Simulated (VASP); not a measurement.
# Al (P6_3/mmc) in VASP: notebook

Aim: see how the results for Al move with the level of theory and the settings. Levels: LDA, PBEsol, BLYP. Tasks: single point.

Program: VASP 6.6.1. These are calculated values, not measurements. Logs are shortened: lines on timing, memory, paths and dates and some standing lists are left out, and cuts for length are marked.

## (1) The cell of the first run

It takes space group P6_3/mmc (No. 194, hexagonal). The conventional cell has a = 2.812 Å, b = 2.812 Å, c = 4.867 Å, α = 90.00°, β = 90.00°, γ = 120.00°. Al (site symmetry -6m2) has 12 Al at 2.81 to 2.93 Å within 3.7 Å.

## (2) Single point, LDA

INCAR reads:

```
PREC = Accurate
ENCUT = 520
EDIFF = 1E-6
ISMEAR = -1
SIGMA = 0.1
LREAL = F
LASPH = T
NELM = 80
ALGO = Normal
ISIF = 2
LWAVE = F
LCHARG = F
GGA = CA
NBANDS = 10
```

KPOINTS reads:

```
regular mesh
0
Gamma
  14 14 7
```

POSCAR reads:

```
Al
1.0
    2.8124550000      0.0000000000      0.0000000000
   -1.4062280000      2.4356580000      0.0000000000
    0.0000000000      0.0000000000      4.8668500000
Al
2
Direct
    0.6666666667      0.3333333333      0.7500000000
    0.3333333333      0.6666666667      0.2500000000
```

Potentials or basis: VASP PAW LDA potentials, release 64 (Al).

Launch:

```
> cat potpaw_LDA.64/Al/POTCAR > POTCAR
> mpirun -np 1 vasp_std > vasp.out
```

OUTCAR:

```text
PREC = Accurate
   ENCUT = 520
   EDIFF = 1E-6
   ISMEAR = -1
   LREAL = F
   LASPH = T
   NELM = 80
   ISIF = 2
   GGA = CA

 ion  position               nearest neighbor table
   1  0.667  0.333  0.750-   2 2.93   2 2.93   2 2.93   2 2.93   2 2.93   2 2.93
   2  0.333  0.667  0.250-   1 2.93   1 2.93   1 2.93   1 2.93   1 2.93   1 2.93

  LATTYP: Found a hexagonal cell.
 ALAT       =     2.8124550000
 C/A-ratio  =     1.7304632430

  Lattice vectors:

 A1 = (   2.8124550000,   0.0000000000,   0.0000000000)
 A2 = (  -1.4062280000,   2.4356580000,   0.0000000000)
 A3 = (   0.0000000000,   0.0000000000,   4.8668500000)

Analysis of symmetry for initial positions (statically):
=====================================================================
 Subroutine PRICEL returns:
 Original cell was already a primitive cell.

 Routine SETGRP: Setting up the symmetry group for a
 hexagonal supercell.

 Subroutine GETGRP returns: Found 24 space group operations
 (whereof 12 operations were pure point group operations)
 out of a pool of 24 trial point group operations.

The static configuration has the point symmetry D_3d.
 The point group associated with its full space group is D_6h.

Analysis of symmetry for dynamics (positions and initial velocities):
=====================================================================
 Subroutine PRICEL returns:
 Original cell was already a primitive cell.

 Routine SETGRP: Setting up the symmetry group for a
 hexagonal supercell.

 Subroutine GETGRP returns: Found 24 space group operations
 (whereof 12 operations were pure point group operations)
 out of a pool of 24 trial point group operations.

The dynamic configuration has the point symmetry D_3d.
 The point group associated with its full space group is D_6h.

 Subroutine INISYM returns: Found 24 space group operations
 (whereof 12 operations are pure point group operations),
 and found     1 'primitive' translations

----------------------------------------------------------------------------------------

                                     Primitive cell

  volume of cell :      33.3388

  direct lattice vectors                    reciprocal lattice vectors
     2.812455000  0.000000000  0.000000000     0.355561245  0.205283409  0.000000000
    -1.406228000  2.435658000  0.000000000     0.000000000  0.410566672  0.000000000
     0.000000000  0.000000000  4.866850000     0.000000000  0.000000000  0.205471712

  length of vectors
     2.812455000  2.812455703  4.866850000     0.410566775  0.410566672  0.205471712

  position of ions in fractional coordinates (direct lattice)
     0.666666667  0.333333333  0.750000000
     0.333333333  0.666666667  0.250000000

  ion indices of the primitive-cell ions
   primitive index   ion index
                 1           1
                 2           2

----------------------------------------------------------------------------------------

 KPOINTS: regular mesh

Automatic generation of k-mesh.
 Grid dimensions read from file:
 generate k-points for:   14   14    7

 Generating k-lattice:

  Cartesian coordinates                     Fractional coordinates (reciprocal lattice)
     0.025397232  0.014663101  0.000000000     0.071428571  0.000000000  0.000000000
     0.000000000  0.029326191  0.000000000     0.000000000  0.071428571  0.000000000
     0.000000000  0.000000000  0.029353102     0.000000000  0.000000000  0.142857143

  Length of vectors
     0.029326198  0.029326191  0.029353102

  Shift w.r.t. Gamma in fractional coordinates (k-lattice)
     0.000000000  0.000000000  0.000000000

 Subroutine IBZKPT returns following result:
 ===========================================

 Found     96 irreducible k-points:

 Following reciprocal coordinates:
            Coordinates               Weight
  0.000000  0.000000  0.000000      1.000000
  0.071429 -0.000000  0.000000      6.000000
  0.142857 -0.000000  0.000000      6.000000
  0.214286  0.000000  0.000000      6.000000
  0.285714 -0.000000  0.000000      6.000000
  0.357143 -0.000000  0.000000      6.000000
[... 16 lines left out ...]
  0.285714  0.285714  0.000000      6.000000
  0.357143  0.285714  0.000000      6.000000
 [... further k-points ...]
   k-points           NKPTS =     96   k-points in BZ     NKDIM =     96   number of bands    NBANDS=     10
   number of dos      NEDOS =    301   number of ions     NIONS =      2
   total plane-waves  NPLWV =  20736
   dimension x,y,z NGX =    24 NGY =   24 NGZ =   36
   dimension x,y,z NGXF=    48 NGYF=   48 NGZF=   72
   ions per type =               2
   NGX,Y,Z   is equivalent  to a cutoff of  14.19, 14.19, 12.30 a.u.
   NGXF,Y,Z  is equivalent  to a cutoff of  28.37, 28.37, 24.59 a.u.
 SYSTEM =  unknown system
   PREC   = accura    normal or accurate (medium, high low for compatibility)
   ISTART =      0    job   : 0-new  1-cont  2-samecut
   ICHARG =      2    charge: 1-file 2-atom 10-const
   ISPIN  =      1    spin polarized calculation?
   LNONCOLLINEAR =      F non collinear calculations
   LSORBIT =      F    spin-orbit coupling
   LASPH  =      T    aspherical Exc in radial PAW
   ENCUT  =  520.0 eV  38.22 Ry    6.18 a.u.   5.23  5.23  9.05*2*pi/ulx,y,z
   NELM   =     80;   NELMIN=  2; NELMDL= -5     # of ELM steps
   EDIFF  = 0.1E-05   stopping-criterion for ELM
   LREAL  =      F    real-space projection
   EDIFFG = 0.1E-04   stopping-criterion for IOM
   NSW    =      0    number of steps for IOM
   IBRION =     -1    ionic relax: 0-MD 1-quasi-New 2-CG
   NFREE  =      0    steps in history (QN), initial steepest desc. (CG)
   ISIF   =      2    stress and relaxation
   ISYM   =      2    0-nonsym 1-usesym 2-fastsym
   POTIM  = 0.5000    time-step for ionic-motion
   TEBEG  =    0.0;   TEEND  =   0.0 temperature during run
   PSTRESS=    0.0 pullay stress
   NELECT =       6.0000    total number of electrons
   NUPDOWN=      -1.0000    fix difference up-down
   EMIN   =  10.00;   EMAX   =-10.00  energy-range for DOS
   EFERMI =   0.00;   METHOD = LEGACY
   ISMEAR =    -1;   SIGMA  =   0.10  broadening in eV -4-tet -1-fermi 0-gaus
   EFERMI_NEDOS =   21; number of points for ismear=-14 and -15
   IALGO  =     38    algorithm
   IMIX   =      4    mixing-type and parameters
     AMIX     =   0.40;   BMIX     =  1.00
     AMIX_MAG =   1.60;   BMIX_MAG =  1.00
  volume/ion in A,a.u.               =      16.67       112.49
  Fermi-wavevector in a.u.,A,eV,Ry     =   0.924291  1.746656 11.623641  0.854313
  Thomas-Fermi vector in A             =   2.050021
   LORBIT       =      0    0 simple, 1 ext, 2 COOP (PROOUT), +10 PAW based schemes
   GGA     = CA    functional components
   LHFCALC =     F    Hartree Fock is set to
   AEXX    =    0.0000 exact exchange contribution
   IVDW    =     0    specifies the selected vdW correction
   LEPSILON=     F    determine dielectric tensor
   LRPA    =     F    only Hartree local field effects (RPA)
 non-spin polarized calculation
  energy-cutoff  :      520.00
  volume of cell :       33.34
 maximum number of plane-waves:       912
 NGX is ok and might be reduce to    24
   NGX = 11   NGY = 11   NGZ = 19

 number of electron       6.0000000 magnetization

 Free energy of the ion-electron system (eV)
  ---------------------------------------------------
  ext. energy  EPLUGINS =         0.00000000
  ---------------------------------------------------
  free energy    TOTEN  =        -8.31068661 eV

  energy without entropy =       -8.28664983  energy(sigma->0) =       -8.29866822

 E-fermi :   7.6572     XC(G=0): -10.3052

 val. band max:        7.6507819558   @ k =   0.2143   0.0000   0.2857
 cond. band min:       7.6870491424   @ k =   0.3571  -0.0000   0.4286
 fundamental gap:      0.0362671867
 Fermi energy:         7.6572433719

 k-point     1 :       0.0000    0.0000    0.0000
  band No.  band energies     occupation
      1      -3.3493      2.00000
      2       2.6039      2.00000
      3       2.9032      2.00000
      4      18.8121      0.00000
      5      18.9889      0.00000
      6      18.9889      0.00000
      7      19.2871      0.00000
      8      19.2871      0.00000
      9      19.8967      0.00000
     10      22.3282      0.00000

 k-point     2 :       0.0714   -0.0000    0.0000
  band No.  band energies     occupation
      1      -3.2224      2.00000
      2       2.7285      2.00000
      3       3.0216      2.00000
      4      16.7154      0.00000
      5      17.7269      0.00000
      6      18.5632      0.00000
      7      19.8596      0.00000
      8      19.9513      0.00000
      9      20.7562      0.00000
     10      21.7830      0.00000

 k-point     3 :       0.1429   -0.0000    0.0000
  band No.  band energies     occupation
      1      -2.8422      2.00000
      2       3.1003      2.00000
      3       3.3769      2.00000
      4      14.0123      0.00000
      5      16.5445      0.00000
      6      17.7070      0.00000
      7      18.9065      0.00000
      8      19.5296      0.00000
      9      20.7097      0.00000
     10      20.7687      0.00000

 k-point     4 :       0.2143    0.0000    0.0000
  band No.  band energies     occupation
      1      -2.2110      2.00000
      2       3.7127      2.00000
      3       3.9689      2.00000
      4      11.3988      0.00000
      5      15.5776      0.00000
      6      16.2195      0.00000
      7      17.1971      0.00000
      8      17.4380      0.00000
      9      20.3543      0.00000
     10      20.8368      0.00000
[... 222 lines left out ...]
 k-point    22 :       0.3571    0.2143    0.0000
  band No.  band energies     occupation
      1       2.7291      2.00000
      2       4.4028      2.00000
      3       7.5254      1.57770
      4       8.6185      0.00013
      5       8.7291      0.00004
      6      10.4584      0.00000
      7      10.6853      0.00000
      8      13.7414      0.00000
      9      13.9631      0.00000
     10      22.2937      0.00000

 k-point    23 :       0.2857    0.2857    0.0000
  band No.  band energies     occupation
      1       2.6094      2.00000
      2       5.8082      2.00000
      3       6.0183      2.00000
      4       8.5321      0.00032
      5       8.6222      0.00013
      6      11.4505      0.00000
      7      11.6479      0.00000
      8      12.4564      0.00000
      9      12.7070      0.00000
     10      24.4854      0.00000

 k-point    24 :       0.3571    0.2857    0.0000
  band No.  band energies     occupation
      1       4.1146      2.00000
      2       4.2246      2.00000
      3       5.8187      2.00000
      4       9.4879      0.00000
      5       9.7035      0.00000
      6      10.3595      0.00000
      7      10.7964      0.00000
      8      12.0662      0.00000
      9      12.2709      0.00000
     10      24.8266      0.00000

 [... further k-points ...]
[... 5 lines left out ...]
  --------------------------------------------------------------------------------------
  -------------------------------------------------------------------------------------
  Total       -0.5168701     -0.5168703     -0.7996787      0.0000001      0.0000000     -0.0000000
  in kB      -24.8394590    -24.8394696    -38.4305181      0.0000051      0.0000000     -0.0000000
  external PRESSURE =     -29.3698156 kB  Pullay stress =       0.0000000 kB

 VOLUME and BASIS-vectors are now :
 -----------------------------------------------------------------------------
  energy-cutoff  :      520.00
  volume of cell :       33.34
      direct lattice vectors                 reciprocal lattice vectors
     2.812455000  0.000000000  0.000000000     0.355561245  0.205283409  0.000000000
    -1.406228000  2.435658000  0.000000000     0.000000000  0.410566672  0.000000000
     0.000000000  0.000000000  4.866850000     0.000000000  0.000000000  0.205471712

 POSITION                                       TOTAL-FORCE (eV/Angst)
 -----------------------------------------------------------------------------------
      1.40623      0.81189      3.65014         0.000000     -0.000000     -0.000000
     -0.00000      1.62377      1.21671        -0.000000      0.000000      0.000000
 -----------------------------------------------------------------------------------
    total drift:                                0.000000     -0.000000     -0.000000

  FREE ENERGIE OF THE ION-ELECTRON SYSTEM (eV)
  ---------------------------------------------------
  free  energy   TOTEN  =        -8.3106866125 eV

  energy  without entropy=       -8.2866498314  energy(sigma->0) =       -8.29866822
```

It took 17 s on 1 thread of AMD EPYC 7R13 (Zen 3), shared host; peak memory 0.12 GiB.

What came out:

| Item | Value |
| --- | --- |
| Free energy | -8.3107 eV |
| Pressure | -2.9 GPa |
| Band gap on the k mesh | zero (band 3 reaches 10.17 eV, above the bottom of band 4 at 4.85 eV) |

Stress tensor (GPa, compression positive):
```
-2.48  0.00  0.00
 0.00 -2.48  0.00
 0.00  0.00 -3.84
```

Levels at points of the mesh, in eV from the Fermi level:
| k point | band 1 | band 2 | band 3 | band 4 | band 5 | band 6 |
| --- | --- | --- | --- | --- | --- | --- |
| (0.00, 0.00, 0.00) | -11.01 | -5.05 | -4.75 | 11.15 | 11.33 | 11.33 |
| (0.50, 0.00, 0.00) | -4.99 | -4.86 | 0.60 | 0.65 | 1.31 | 1.52 |

## (3) Single point, PBEsol

INCAR reads:

```
ALGO = Normal
EDIFF = 1E-7
ENCUT = 520
GGA = PS
ISIF = 2
ISMEAR = -1
LASPH = T
LCHARG = F
LREAL = F
LWAVE = F
NBANDS = 10
NELM = 80
PREC = Accurate
SIGMA = 0.1
```

KPOINTS reads:

```
k-points
0
Gamma
  14 14 7
```

POSCAR is that of step 2.

Potentials or basis: VASP PAW PBE potentials, release 64 (Al).

Launch:

```
> cat potpaw_PBE.64/Al/POTCAR > POTCAR
> mpirun -np 1 vasp_std > vasp.out
```

It took 21 s on 1 thread of AMD EPYC 7R13 (Zen 3), shared host; peak memory 0.13 GiB.

Results (log left out):

| Quantity | Value |
| --- | --- |
| Free energy | -8.1233 eV |
| Pressure | -1.3 GPa |
| Band gap on the k mesh | zero (band 3 reaches 10.32 eV, above the bottom of band 4 at 5.00 eV) |

Stress tensor (GPa, compression positive):
```
-0.63  0.00  0.00
 0.00 -0.63  0.00
 0.00  0.00 -2.60
```

Levels at points of the mesh, in eV from the Fermi level:
| k point | band 1 | band 2 | band 3 | band 4 | band 5 | band 6 | band 7 | band 8 |
| --- | --- | --- | --- | --- | --- | --- | --- | --- |
| (0.00, 0.00, 0.00) | -11.04 | -5.03 | -4.81 | 11.16 | 11.44 | 11.44 | 11.66 | 11.66 |
| (0.50, 0.00, 0.00) | -5.00 | -4.90 | 0.63 | 0.64 | 1.36 | 1.46 | 6.26 | 7.81 |

Caveat: the PAW data sets were made with another functional, which shifts forces and pressure a little.

## (4) Single point, BLYP

INCAR reads:

```
SYSTEM = Al
  AGGAC = 1.0
  AGGAX = 1.0
  ALDAC = 0.0
  ALDAX = 1.0
  ALGO = Normal
  EDIFF = 1E-6
  ENCUT = 520
  GGA = B5
  ISIF = 2
  ISMEAR = -1
  LASPH = .True.
  LCHARG = .True.
  LELF = .True.
  LREAL = .False.
  LVHAR = .True.
  LWAVE = .False.
  NBANDS = 10
  NELM = 100
  PREC = Accurate
  SIGMA = 0.1
```

KPOINTS reads:

```
k-points
0
Gamma
  14 14 7
  0 0 0
```

POSCAR is that of step 3.

Potentials or basis: VASP PAW PBE potentials, release 64 (Al).

Launch:

```
> cat potpaw_PBE.64/Al/POTCAR > POTCAR
> mpirun -np 1 vasp_std > vasp.out
```

OUTCAR:

```text
SYSTEM = Al
   EDIFF = 1E-6
   ENCUT = 520
   GGA = B5
   ISIF = 2
   ISMEAR = -1
   LASPH = .True.
   LREAL = .False.
   NELM = 100
   PREC = Accurate

 ion  position               nearest neighbor table
   1  0.667  0.333  0.750-   2 2.93   2 2.93   2 2.93   2 2.93   2 2.93   2 2.93
   2  0.333  0.667  0.250-   1 2.93   1 2.93   1 2.93   1 2.93   1 2.93   1 2.93

  LATTYP: Found a hexagonal cell.
 ALAT       =     2.8124550000
 C/A-ratio  =     1.7304632430

  Lattice vectors:

 A1 = (   2.8124550000,   0.0000000000,   0.0000000000)
[... 491 lines left out ...]
      5      10.4008      0.00000
      6      11.0947      0.00000
      7      11.3915      0.00000
      8      12.6737      0.00000
      9      13.1063      0.00000
     10      25.5295      0.00000

 [... further k-points ...]
[... 5 lines left out ...]
  --------------------------------------------------------------------------------------
  -------------------------------------------------------------------------------------
  Total        0.8359583      0.8359586      0.7622577     -0.0000002      0.0000000      0.0000000
  in kB       40.1740245     40.1740417     36.6321623     -0.0000082      0.0000000      0.0000000
  external PRESSURE =      38.9934095 kB  Pullay stress =       0.0000000 kB

 VOLUME and BASIS-vectors are now :
 -----------------------------------------------------------------------------
  energy-cutoff  :      520.00
  volume of cell :       33.34
      direct lattice vectors                 reciprocal lattice vectors
     2.812455000  0.000000000  0.000000000     0.355561245  0.205283409  0.000000000
    -1.406228000  2.435658000  0.000000000     0.000000000  0.410566672  0.000000000
     0.000000000  0.000000000  4.866850000     0.000000000  0.000000000  0.205471712

 POSITION                                       TOTAL-FORCE (eV/Angst)
 -----------------------------------------------------------------------------------
      1.40623      0.81189      3.65014        -0.000000      0.000000      0.000000
     -0.00000      1.62377      1.21671         0.000000     -0.000000      0.000000
 -----------------------------------------------------------------------------------
    total drift:                                0.000000     -0.000000     -0.000000

  FREE ENERGIE OF THE ION-ELECTRON SYSTEM (eV)
  ---------------------------------------------------
  free  energy   TOTEN  =        -5.3397996581 eV

  energy  without entropy=       -5.3154920802  energy(sigma->0) =       -5.32764587
```

It took 24 s on 1 thread of AMD EPYC 7R13 (Zen 3), shared host; peak memory 0.13 GiB.

What came out:

| Item | Value |
| --- | --- |
| Free energy | -5.3398 eV |
| Pressure | 3.9 GPa |
| Band gap on the k mesh | zero (band 3 reaches 10.86 eV, above the bottom of band 4 at 5.55 eV) |

Caveat: the PAW data sets were made with another functional, which shifts forces and pressure a little.

## (5) The runs side by side

| level | potentials or basis | gap on the mesh (eV) | pressure (GPa) |
| --- | --- | --- | --- |
| LDA | VASP PAW LDA potentials, release 64 (Al) | none | -2.9 |
| PBEsol | VASP PAW PBE potentials, release 64 (Al) | none | -1.3 |
| BLYP | VASP PAW PBE potentials, release 64 (Al) | none | 3.9 |

Alike in all rows: task single point; no spin polarisation; cell as given; k mesh 14 × 14 × 7; cutoff (eV) 520; smearing fermi-dirac 0.1 eV.

Caveats: the PAW data sets were made with another functional, which shifts forces and pressure a little (some runs).

Total energies depend on the potentials used, so only differences within one code and one set of settings carry meaning.
